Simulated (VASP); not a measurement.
# Os (P6_3/mmc) in VASP: notebook, part 2 of 2

VASP 6.6.1.

## (3) Electric field gradients, PBE (13.56 Å³/atom)

This run uses another cell than the first one, of 13.56 Å³/atom.

Input file INCAR:

```
PREC     = Accurate       # precision mode
ENCUT    = 520            # plane-wave cutoff, eV
EDIFF    = 1E-8           # SCF threshold, eV
ISMEAR   = -1             # smearing method
SIGMA    = 0.08           # smearing width, eV
LREAL    = False          # projectors in reciprocal space
LASPH    = True           # aspherical terms in the spheres
NELM     = 100            # most SCF steps
ALGO     = Normal         # electronic algorithm
ISIF     = 2              # what is computed and relaxed
LWAVE    = False          # write WAVECAR
LCHARG   = False          # write CHGCAR
GGA      = PE             # functional
LEFG     = True         
NBANDS   = 15             # bands
```

Input file KPOINTS:

```
Automatic mesh
0
Gamma
  17 17 10
```

Input file POSCAR:

```
Os
1.0
    2.7064809157      0.0000000000      0.0000000000
   -1.3532404579      2.3438812279      0.0000000000
    0.0000000000      0.0000000000      4.2760636833
Os
2
Direct
    0.3333333333      0.6666666667      0.2500000000
    0.6666666667      0.3333333333      0.7500000000
```

Potentials or basis: VASP PAW PBE potentials, release 64 (Os).

Started as:

```bash
> cat potpaw_PBE.64/Os/POTCAR > POTCAR
> mpirun -np 1 vasp_std > vasp.out
```

OUTCAR:

```text
PREC = Accurate
   ENCUT = 520
   EDIFF = 1E-8
   ISMEAR = -1
   LREAL = False
   LASPH = True
   NELM = 100
   ISIF = 2
   GGA = PE

 ion  position               nearest neighbor table
   1  0.333  0.667  0.250-   2 2.65   2 2.65   2 2.65   2 2.65   2 2.65   2 2.65
   2  0.667  0.333  0.750-   1 2.65   1 2.65   1 2.65   1 2.65   1 2.65   1 2.65

  LATTYP: Found a hexagonal cell.
 ALAT       =     2.7064809157
 C/A-ratio  =     1.5799349105

  Lattice vectors:

 A1 = (   2.7064809157,   0.0000000000,   0.0000000000)
 A2 = (  -1.3532404579,   2.3438812279,   0.0000000000)
 A3 = (   0.0000000000,   0.0000000000,   4.2760636833)

Analysis of symmetry for initial positions (statically):
=====================================================================
 Subroutine PRICEL returns:
 Original cell was already a primitive cell.

 Routine SETGRP: Setting up the symmetry group for a
 hexagonal supercell.

 Subroutine GETGRP returns: Found 24 space group operations
 (whereof 12 operations were pure point group operations)
 out of a pool of 24 trial point group operations.

The static configuration has the point symmetry D_3d.
 The point group associated with its full space group is D_6h.

Analysis of symmetry for dynamics (positions and initial velocities):
=====================================================================
 Subroutine PRICEL returns:
 Original cell was already a primitive cell.

 Routine SETGRP: Setting up the symmetry group for a
 hexagonal supercell.

 Subroutine GETGRP returns: Found 24 space group operations
 (whereof 12 operations were pure point group operations)
 out of a pool of 24 trial point group operations.

The dynamic configuration has the point symmetry D_3d.
 The point group associated with its full space group is D_6h.

 Subroutine INISYM returns: Found 24 space group operations
 (whereof 12 operations are pure point group operations),
 and found     1 'primitive' translations

----------------------------------------------------------------------------------------

                                     Primitive cell

  volume of cell :      27.1259

  direct lattice vectors                    reciprocal lattice vectors
     2.706480916  0.000000000  0.000000000     0.369483485  0.213321389  0.000000000
    -1.353240458  2.343881228  0.000000000     0.000000000  0.426642779  0.000000000
     0.000000000  0.000000000  4.276063683     0.000000000  0.000000000  0.233859941

  length of vectors
     2.706480916  2.706480916  4.276063683     0.426642779  0.426642779  0.233859941

  position of ions in fractional coordinates (direct lattice)
     0.333333333  0.666666667  0.250000000
     0.666666667  0.333333333  0.750000000

  ion indices of the primitive-cell ions
   primitive index   ion index
                 1           1
                 2           2

----------------------------------------------------------------------------------------

 KPOINTS: Automatic mesh

[... 86 lines left out ...]
     AMIX     =   0.40;   BMIX     =  1.00
     AMIX_MAG =   1.60;   BMIX_MAG =  1.00
  volume/ion in A,a.u.               =      13.56        91.53
  Fermi-wavevector in a.u.,A,eV,Ry     =   1.372945  2.594490 25.646695  1.884979
  Thomas-Fermi vector in A             =   2.498507
   LORBIT       =      0    0 simple, 1 ext, 2 COOP (PROOUT), +10 PAW based schemes
   GGA     = PE    functional components
   LHFCALC =     F    Hartree Fock is set to
   AEXX    =    0.0000 exact exchange contribution
   IVDW    =     0    specifies the selected vdW correction
   LEPSILON=     F    determine dielectric tensor
   LRPA    =     F    only Hartree local field effects (RPA)
 non-spin polarized calculation
  energy-cutoff  :      520.00
  volume of cell :       27.13
 maximum number of plane-waves:       750
 NGX is ok and might be reduce to    20
   NGX =  9   NGY =  9   NGZ = 15

 number of electron      15.9999998 magnetization

 Free energy of the ion-electron system (eV)
  ---------------------------------------------------
  ext. energy  EPLUGINS =         0.00000000
  ---------------------------------------------------
  free energy    TOTEN  =       -22.41029794 eV

  energy without entropy =      -22.38445054  energy(sigma->0) =      -22.39737424

 E-fermi :   9.9899     XC(G=0): -14.2381

 val. band max:        9.9789361048   @ k =   0.0000   0.0000   0.0000
 cond. band min:       9.9969804350   @ k =   0.1765   0.0588   0.3000
 fundamental gap:      0.0180443302
 Fermi energy:         9.9898911938

 k-point     1 :       0.0000    0.0000    0.0000
  band No.  band energies     occupation
      1      -1.2824      2.00000
      2       1.8477      2.00000
      3       6.7389      2.00000
      4       6.7389      2.00000
      5       7.0131      2.00000
      6       7.6251      2.00000
      7       7.6251      2.00000
      8       8.3134      2.00000
      9       8.3134      2.00000
     10       9.9789      1.06836
     11      11.7144      0.00000
     12      11.7144      0.00000
     13      19.3960      0.00000
     14      23.9631      0.00000
[... 401 lines left out ...]
      2       3.9299      2.00000
      3       4.5266      2.00000
      4       4.5405      2.00000
      5       6.3541      2.00000
      6       6.8657      2.00000
      7       7.9562      2.00000
      8       9.0586      1.99998
      9      10.2314      0.09313
     10      11.2103      0.00000
     11      12.3471      0.00000
     12      18.8442      0.00000
     13      19.5082      0.00000
     14      23.1927      0.00000
     15      23.6612      0.00000

 [... further k-points ...]

------------------------ aborting loop because EDIFF is reached ----------------------------------------

  FORCE on cell =-STRESS in cart. coord.  units (eV):
  Direction    XX          YY          ZZ          XY          YZ          ZX
  --------------------------------------------------------------------------------------
  -------------------------------------------------------------------------------------
  Total        3.9391395      3.9391395      4.0539250     -0.0000000     -0.0000000      0.0000000
  in kB      232.6629400    232.6629400    239.4426736     -0.0000000     -0.0000000      0.0000000
  external PRESSURE =     234.9228512 kB  Pullay stress =       0.0000000 kB

 VOLUME and BASIS-vectors are now :
 -----------------------------------------------------------------------------
  energy-cutoff  :      520.00
  volume of cell :       27.13
      direct lattice vectors                 reciprocal lattice vectors
     2.706480916  0.000000000  0.000000000     0.369483485  0.213321389  0.000000000
    -1.353240458  2.343881228  0.000000000     0.000000000  0.426642779  0.000000000
     0.000000000  0.000000000  4.276063683     0.000000000  0.000000000  0.233859941

 POSITION                                       TOTAL-FORCE (eV/Angst)
 -----------------------------------------------------------------------------------
     -0.00000      1.56259      1.06902         0.000000     -0.000000      0.000000
      1.35324      0.78129      3.20705        -0.000000      0.000000      0.000000
 -----------------------------------------------------------------------------------
    total drift:                                0.000000     -0.000000     -0.000000

  FREE ENERGIE OF THE ION-ELECTRON SYSTEM (eV)
  ---------------------------------------------------
  free  energy   TOTEN  =       -22.4102979418 eV

  energy  without entropy=      -22.3844505383  energy(sigma->0) =      -22.39737424

 Electric field gradients (V/A^2)
---------------------------------------------------------------------
 ion       V_xx      V_yy      V_zz      V_xy      V_xz      V_yz
---------------------------------------------------------------------
   1      41.889    41.889   -83.778     0.000     0.000    -0.000
   2      41.889    41.889   -83.778     0.000    -0.000     0.000
---------------------------------------------------------------------

 Electric field gradients after diagonalization (V/A^2)
 (convention: |V_zz| > |V_xx| > |V_yy|)
----------------------------------------------------------------------
 ion       V_xx      V_yy      V_zz     asymmetry (V_yy - V_xx)/ V_zz
----------------------------------------------------------------------
   1      41.889    41.889   -83.778       0.000
   2      41.889    41.889   -83.778       0.000
----------------------------------------------------------------------

           NMR quadrupolar parameters

 Cq : quadrupolar parameter    Cq=e*Q*V_zz/h
 eta: asymmetry parameters     (V_yy - V_xx)/ V_zz
 Q  : nuclear electric quadrupole moment in mb (millibarn)
----------------------------------------------------------------------
 ion       Cq(MHz)       eta       Q (mb)
----------------------------------------------------------------------
   1      -0.203       0.000       1.000
   2      -0.203       0.000       1.000
----------------------------------------------------------------------
```

Wall time 1.8 min (1 thread of Intel Xeon 8259CL, shared host); peak memory 0.19 GiB.

Results:

* Free energy: -22.4103 eV
* Pressure: 23.5 GPa
* Band gap on the k mesh: zero (bands 8 and 9 overlap by 4.12 eV)
* Largest electric field gradient by atom: Os -83.8 V/Å²

Levels at points of the mesh, in eV from the Fermi level:
| k point | band 6 | band 7 | band 8 | band 9 | band 10 | band 11 |
| --- | --- | --- | --- | --- | --- | --- |
| (0.00, 0.00, 0.00) | -2.36 | -2.36 | -1.68 | -1.68 | -0.01 | 1.72 |
| (0.00, 0.00, 0.50) | -3.45 | -3.45 | -3.45 | 0.90 | 0.90 | 0.90 |

Electric field gradients, principal values (V/Å²):
```csv
atom,least,middle,greatest (by size)
1 Os,41.889,41.889,-83.778
2 Os,41.889,41.889,-83.778
```

Caveat: the cell stands under pressure; without QUAD_EFG the Cq values of the log hold for a quadrupole moment of 1 mb, not for the nuclei; spin-orbit coupling is left out, which moves the levels of the heavy elements.
